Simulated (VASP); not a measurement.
# WS2 in VASP: single point with HSE06

Aim: the single point of WS2 with HSE06.

Everything below comes from runs of VASP 6.6.1. Logs are shortened: lines on timing, memory, paths and dates and some standing lists are left out, and cuts for length are marked.

## 1. The cell of the first run

The cell holds a sheet with vacuum, 3 atoms: a = 3.131 Å, b = 3.131 Å, c = 19.141 Å, α = 90.00°, β = 90.00°, γ = 120.00°.

## 2. Single point, HSE06

POSCAR reads:

```
WS2
1.0
    3.1307378767      0.0000000000      0.0000000000
   -1.5653689383      2.7112985338      0.0000000000
    0.0000000000      0.0000000000     19.1408872457
S W
2 1
Direct
    0.6666666667      0.3333333333      0.4179534573
    0.6666666667      0.3333333333      0.5820465427
    0.3333333333      0.6666666667      0.5000000000
```

INCAR.step1 reads:

```
SYSTEM = WS2
  PREC = Accurate
  ENCUT = 400
  EDIFF = 1E-5
  ISMEAR = 0
  SIGMA = 0.03
  LREAL = .FALSE.
  LASPH = .TRUE.
  NELM = 120
  ALGO = Normal
  ISIF = 2
  LWAVE = .TRUE.
  LCHARG = .FALSE.
  LDIPOL = .TRUE.
  IDIPOL = 3
  DIPOL = 0.5 0.5 0.500
  GGA = PE
  NBANDS = 20
  GGA_COMPAT = .FALSE.
  NELMDL = -8
```

INCAR.step2 reads:

```
SYSTEM = WS2
  PREC = Accurate
  ENCUT = 400
  EDIFF = 1E-6
  ISMEAR = 0
  SIGMA = 0.03
  LREAL = .FALSE.
  LASPH = .TRUE.
  NELM = 120
  ALGO = Normal
  ISIF = 2
  LWAVE = .FALSE.
  LCHARG = .FALSE.
  LDIPOL = .TRUE.
  IDIPOL = 3
  DIPOL = 0.5 0.5 0.500
  GGA = PE
  LHFCALC = .TRUE.
  HFSCREEN = 0.2079
  PRECFOCK = Normal
  ISTART = 1
  NBANDS = 20
  GGA_COMPAT = .FALSE.
```

KPOINTS reads:

```
regular mesh
0
G
  6 6 1
  0 0 0
```

Potentials or basis: VASP PAW PBE potentials, release 64 (S, W_sv).

Command:

```
$ cat potpaw_PBE.64/S/POTCAR potpaw_PBE.64/W_sv/POTCAR > POTCAR
$ cp INCAR.step1 INCAR
$ mpirun -np 1 vasp_std > vasp.out
$ cp INCAR.step2 INCAR
$ mpirun -np 1 vasp_std > vasp.out
```

OUTCAR:

```text
SYSTEM = WS2
   PREC = Accurate
   ENCUT = 400
   EDIFF = 1E-6
   ISMEAR = 0
   LREAL = .FALSE.
   LASPH = .TRUE.
   NELM = 120
   ISIF = 2
   GGA = PE
   LHFCALC = .TRUE.
   HFSCREEN = 0.2079
   PRECFOCK = Normal
   ISTART = 1

 ion  position               nearest neighbor table
   1  0.667  0.333  0.418-   3 2.39   3 2.39   3 2.39
   2  0.667  0.333  0.582-   3 2.39   3 2.39   3 2.39
   3  0.333  0.667  0.500-   1 2.39   2 2.39   1 2.39   2 2.39   1 2.39   2 2.39

  LATTYP: Found a hexagonal cell.
 ALAT       =     3.1307378767
 C/A-ratio  =     6.1138581381

  Lattice vectors:

 A1 = (   3.1307378767,   0.0000000000,   0.0000000000)
 A2 = (  -1.5653689383,   2.7112985338,   0.0000000000)
 A3 = (   0.0000000000,   0.0000000000,  19.1408872457)

Analysis of symmetry for initial positions (statically):
=====================================================================
 Subroutine PRICEL returns:
 Original cell was already a primitive cell.

 Routine SETGRP: Setting up the symmetry group for a
 hexagonal supercell.

 Subroutine GETGRP returns: Found 12 space group operations
 (whereof 12 operations were pure point group operations)
 out of a pool of 24 trial point group operations.

The static configuration has the point symmetry D_3h.

Analysis of symmetry for dynamics (positions and initial velocities):
=====================================================================
 Subroutine PRICEL returns:
 Original cell was already a primitive cell.

 Routine SETGRP: Setting up the symmetry group for a
 hexagonal supercell.

 Subroutine GETGRP returns: Found 12 space group operations
 (whereof 12 operations were pure point group operations)
 out of a pool of 24 trial point group operations.

The dynamic configuration has the point symmetry D_3h.

 Subroutine INISYM returns: Found 12 space group operations
 (whereof 12 operations are pure point group operations),
 and found     1 'primitive' translations

----------------------------------------------------------------------------------------

                                     Primitive cell

  volume of cell :     162.4748

  direct lattice vectors                    reciprocal lattice vectors
     3.130737877  0.000000000  0.000000000     0.319413518  0.184413481  0.000000000
    -1.565368938  2.711298534  0.000000000     0.000000000  0.368826962  0.000000000
     0.000000000  0.000000000 19.140887246     0.000000000  0.000000000  0.052244182

  length of vectors
     3.130737877  3.130737877 19.140887246     0.368826962  0.368826962  0.052244182

  position of ions in fractional coordinates (direct lattice)
     0.666666667  0.333333333  0.417953457
     0.666666667  0.333333333  0.582046543
     0.333333333  0.666666667  0.500000000

  ion indices of the primitive-cell ions
   primitive index   ion index
                 1           1
                 2           2
                 3           3

----------------------------------------------------------------------------------------

 KPOINTS: regular mesh

Automatic generation of k-mesh.
 Grid dimensions read from file:
 generate k-points for:    6    6    1

 Generating k-lattice:

  Cartesian coordinates                     Fractional coordinates (reciprocal lattice)
     0.053235586  0.030735580  0.000000000     0.166666667  0.000000000  0.000000000
     0.000000000  0.061471160  0.000000000     0.000000000  0.166666667  0.000000000
     0.000000000  0.000000000  0.052244182     0.000000000  0.000000000  1.000000000

  Length of vectors
     0.061471160  0.061471160  0.052244182

  Shift w.r.t. Gamma in fractional coordinates (k-lattice)
     0.000000000  0.000000000  0.000000000

 Subroutine IBZKPT returns following result:
 ===========================================

 Found      7 irreducible k-points:

 Following reciprocal coordinates:
            Coordinates               Weight
  0.000000  0.000000  0.000000      1.000000
  0.166667 -0.000000  0.000000      6.000000
  0.333333  0.000000  0.000000      6.000000
  0.500000  0.000000  0.000000      3.000000
  0.166667  0.166667  0.000000      6.000000
  0.333333  0.166667  0.000000     12.000000
  0.333333  0.333333  0.000000      2.000000
   k-points           NKPTS =      7   k-points in BZ     NKDIM =     36   number of bands    NBANDS=     20
   number of dos      NEDOS =    301   number of ions     NIONS =      3
   total plane-waves  NPLWV =  50400
   dimension x,y,z NGX =    20 NGY =   20 NGZ =  126
   dimension x,y,z NGXF=    40 NGYF=   40 NGZF=  252
   ions per type =               2   1
   NGX,Y,Z   is equivalent  to a cutoff of  10.62, 10.62, 10.94 a.u.
   NGXF,Y,Z  is equivalent  to a cutoff of  21.24, 21.24, 21.89 a.u.
 SYSTEM =  WS2
   PREC   = accura    normal or accurate (medium, high low for compatibility)
   ISTART =      1    job   : 0-new  1-cont  2-samecut
   ICHARG =      0    charge: 1-file 2-atom 10-const
   ISPIN  =      1    spin polarized calculation?
   LNONCOLLINEAR =      F non collinear calculations
   LSORBIT =      F    spin-orbit coupling
   LASPH  =      T    aspherical Exc in radial PAW
   ENCUT  =  400.0 eV  29.40 Ry    5.42 a.u.   5.11  5.11 31.21*2*pi/ulx,y,z
   NELM   =    120;   NELMIN=  2; NELMDL=  0     # of ELM steps
   EDIFF  = 0.1E-05   stopping-criterion for ELM
   LREAL  =      F    real-space projection
   EDIFFG = 0.1E-04   stopping-criterion for IOM
   NSW    =      0    number of steps for IOM
   IBRION =     -1    ionic relax: 0-MD 1-quasi-New 2-CG
   NFREE  =      0    steps in history (QN), initial steepest desc. (CG)
   ISIF   =      2    stress and relaxation
   ISYM   =      3    0-nonsym 1-usesym 2-fastsym
   POTIM  = 0.5000    time-step for ionic-motion
   TEBEG  =    0.0;   TEEND  =   0.0 temperature during run
   PSTRESS=    0.0 pullay stress
   NELECT =      26.0000    total number of electrons
   NUPDOWN=      -1.0000    fix difference up-down
   EMIN   =  10.00;   EMAX   =-10.00  energy-range for DOS
   EFERMI =   0.00;   METHOD = LEGACY
   ISMEAR =     0;   SIGMA  =   0.03  broadening in eV -4-tet -1-fermi 0-gaus
   EFERMI_NEDOS =   21; number of points for ismear=-14 and -15
   IALGO  =     38    algorithm
   IMIX   =      1    mixing-type and parameters
     AMIX     =   0.40;   BMIX     =  1.00
     AMIX_MAG =   1.60;   BMIX_MAG =  1.00
  volume/ion in A,a.u.               =      54.16       365.48
  Fermi-wavevector in a.u.,A,eV,Ry     =   0.888800  1.679588 10.748126  0.789965
  Thomas-Fermi vector in A             =   2.010277
   LORBIT       =      0    0 simple, 1 ext, 2 COOP (PROOUT), +10 PAW based schemes
   GGA     = PE    functional components
   LHFCALC =     T    Hartree Fock is set to
   PRECFOCK=normal    Normal, Fast or Accurate (Low or Medium for compatibility)
   ENCUT4O =  -1.0   cutoff for four orbital integrals eV
   NKREDX  =     1    reduce k-point grid by
   NKREDY  =     1    reduce k-point grid by
   NKREDZ  =     1    reduce k-point grid by
   AEXX    =    0.2500 exact exchange contribution
   HFSCREEN=    0.2079 screening length (either q_TF or 0.3 A-1)
   HFSCREENC=   0.2079 screening length for correlation (either q_TF or 0.3 A-1)
   ENCUTFOCK=  -1.0 apply spherical cutoff to Coloumb kernel
   IVDW    =     0    specifies the selected vdW correction
   LEPSILON=     F    determine dielectric tensor
   LRPA    =     F    only Hartree local field effects (RPA)
 non-spin polarized calculation
 Gauss-broadening in eV      SIGMA  =   0.03
  energy-cutoff  :      400.00
  volume of cell :      162.47
 maximum number of plane-waves:      2963
  NGX = 16; NGY = 16; NGZ = 98

 number of electron      25.9999997 magnetization

 dipolmoment           0.000000      0.000000      0.000000 electrons x Angstroem

 Free energy of the ion-electron system (eV)
  ---------------------------------------------------
  ext. energy  EPLUGINS =         0.00000000
  ---------------------------------------------------
  free energy    TOTEN  =       -28.11271891 eV

  energy without entropy =      -28.11271891  energy(sigma->0) =      -28.11271891

 E-fermi :  -1.7708     XC(G=0):  -3.3642

 val. band max:       -1.9492623772   @ k =   0.3333   0.3333   0.0000
 cond. band min:       0.5802083900   @ k =   0.3333   0.3333   0.0000
 fundamental gap:      2.5294707672
 Fermi energy:        -1.7707654277

 k-point     1 :       0.0000    0.0000    0.0000
  band No.  band energies     occupation
      1     -79.9062      2.00000
      2     -42.7362      2.00000
      3     -42.4813      2.00000
      4     -42.4813      2.00000
      5     -18.5839      2.00000
      6     -16.7504      2.00000
[... 12 lines left out ...]
     19       3.9486      0.00000
     20       4.4894      0.00000

 k-point     2 :       0.1667   -0.0000    0.0000
  band No.  band energies     occupation
      1     -79.8994      2.00000
      2     -42.7138      2.00000
      3     -42.6057      2.00000
      4     -42.5099      2.00000
      5     -18.0657      2.00000
      6     -16.5598      2.00000
[... 12 lines left out ...]
     19       4.5210      0.00000
     20       5.3219      0.00000

 k-point     3 :       0.3333    0.0000    0.0000
  band No.  band energies     occupation
      1     -79.8858      2.00000
      2     -42.8478      2.00000
      3     -42.6682      2.00000
      4     -42.5669      2.00000
      5     -16.8448      2.00000
      6     -16.1218      2.00000
[... 12 lines left out ...]
     19       5.9088      0.00000
     20       6.2411      0.00000

 k-point     4 :       0.5000    0.0000    0.0000
  band No.  band energies     occupation
      1     -79.8790      2.00000
      2     -42.9657      2.00000
      3     -42.6452      2.00000
      4     -42.5951      2.00000
      5     -16.0633      2.00000
      6     -15.8629      2.00000
[... 12 lines left out ...]
     19       6.5850      0.00000
     20       6.9240      0.00000

 k-point     5 :       0.1667    0.1667    0.0000
  band No.  band energies     occupation
      1     -79.8892      2.00000
      2     -42.7651      2.00000
      3     -42.6797      2.00000
      4     -42.5763      2.00000
      5     -17.1842      2.00000
      6     -16.2354      2.00000
[... 12 lines left out ...]
     19       5.5955      0.00000
     20       6.4090      0.00000

 k-point     6 :       0.3333    0.1667    0.0000
  band No.  band energies     occupation
      1     -79.8790      2.00000
      2     -42.9045      2.00000
      3     -42.6586      2.00000
      4     -42.6455      2.00000
      5     -16.0910      2.00000
      6     -15.8389      2.00000
[... 12 lines left out ...]
     19       7.1601      0.00000
     20       7.3009      0.00000

 k-point     7 :       0.3333    0.3333    0.0000
  band No.  band energies     occupation
      1     -79.8756      2.00000
      2     -42.8329      2.00000
      3     -42.8050      2.00000
      4     -42.6342      2.00000
      5     -15.6767      2.00000
      6     -15.6581      2.00000
[... 12 lines left out ...]
     19       6.1575      0.00000
     20       8.2911      0.00000

------------------------ aborting loop because EDIFF is reached ----------------------------------------

 vacuum level on the upper side and lower side of the slab       (xc-potential included)        -0.000        -0.000

  FORCE on cell =-STRESS in cart. coord.  units (eV):
  Direction    XX          YY          ZZ          XY          YZ          ZX
  --------------------------------------------------------------------------------------
  -------------------------------------------------------------------------------------
  Total        0.7083677      0.7083677     -0.4344997      0.0000000      0.0000000     -0.0000000
  in kB        6.9852701      6.9852701     -4.2846367      0.0000000      0.0000000     -0.0000000
  external PRESSURE =       3.2286345 kB  Pullay stress =       0.0000000 kB

 VOLUME and BASIS-vectors are now :
 -----------------------------------------------------------------------------
  energy-cutoff  :      400.00
  volume of cell :      162.47
      direct lattice vectors                 reciprocal lattice vectors
     3.130737877  0.000000000  0.000000000     0.319413518  0.184413481  0.000000000
    -1.565368938  2.711298534  0.000000000     0.000000000  0.368826962  0.000000000
     0.000000000  0.000000000 19.140887246     0.000000000  0.000000000  0.052244182

 POSITION                                       TOTAL-FORCE (eV/Angst)
 -----------------------------------------------------------------------------------
      1.56537      0.90377      8.00000         0.000000      0.000000      0.126803
      1.56537      0.90377     11.14089         0.000000      0.000000     -0.126803
     -0.00000      1.80753      9.57044        -0.000000      0.000000      0.000000
 -----------------------------------------------------------------------------------
    total drift:                               -0.000006      0.000003      0.000000

  FREE ENERGIE OF THE ION-ELECTRON SYSTEM (eV)
  ---------------------------------------------------
  free  energy   TOTEN  =       -28.1127189129 eV

  energy  without entropy=      -28.1127189129  energy(sigma->0) =      -28.11271891

 vacuum level on the upper side and lower side of the slab         4.086         4.086
```

It took 8 min on 1 thread of Oxide Virtual Turin-like, shared host; peak memory 0.3 GiB.

What came out:

```
Free energy            : -28.1127 eV
Largest force          : 0.127 eV/Å
Band gap on the k mesh : 2.53 eV
```

Forces on the atoms (eV/Å):
```
S    0.000  0.000  0.127
S    0.000  0.000 -0.127
W    0.000  0.000  0.000
```

Levels at points of the mesh, in eV from the valence-band top:
| k point | band 9 | band 10 | band 11 | band 12 | band 13 | band 14 | band 15 | band 16 | band 17 | band 18 |
| --- | --- | --- | --- | --- | --- | --- | --- | --- | --- | --- |
| (0.00, 0.00, 0.00) | -3.26 | -2.65 | -1.77 | -1.77 | -0.23 | 3.75 | 3.75 | 3.87 | 3.87 | 5.67 |
| (0.50, 0.00, 0.00) | -5.19 | -3.91 | -2.67 | -1.44 | -1.20 | 3.79 | 4.20 | 4.94 | 5.80 | 6.16 |

Caveat: the PAW data sets were made with another functional, which shifts forces and pressure a little; spin-orbit coupling is left out, which moves the levels of the heavy elements.
